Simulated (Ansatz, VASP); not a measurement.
# Two plane-wave programs on NaCl

```
Na Cl
1.0
    -0.02532    3.06196    3.06196
     3.06196   -0.02532    3.06196
     3.06196    3.06196   -0.02532
Na Cl
1 1
Direct
  0.99902 0.99902 0.99902
  0.25098 0.25098 0.25098
```

Change from the starting cell: shear_111 strain -1.2%.

Alike in both runs: task single point; functional r2SCAN; k mesh 8 × 8 × 8; no spin polarisation.

|  | VASP | Ansatz |
| --- | --- | --- |
| version | VASP 6.6.1 | Ansatz 0.2.0 |
| potentials or method | VASP PAW PBE potentials, release 64 (Na_pv, Cl) | plane waves, PAW |
| plane-wave cutoff (eV) | 520 | 500 |
| occupations | gaussian, width 0.01 eV | fixed |
| valence electrons in the cell | 14 | 16 |

|  | VASP | Ansatz | Ansatz less VASP |
| --- | --- | --- | --- |
| gap on the k mesh at the Fermi level (eV) | 5.57 | 5.56 | -0.014 |
| pressure (GPa) | 0.1 | 0.3 | +0.12 |
| rms of the force components (eV/Å) | 0.006 | 0.000 | -0.0057 |

VASP's potentials were made for PBE, not for r2SCAN. Atom by atom the forces differ by 0.006 eV/Å (rms over components). VASP's potentials hold 14 valence electrons a cell and Ansatz's 16, so a difference there can come from the potentials and not from the codes.
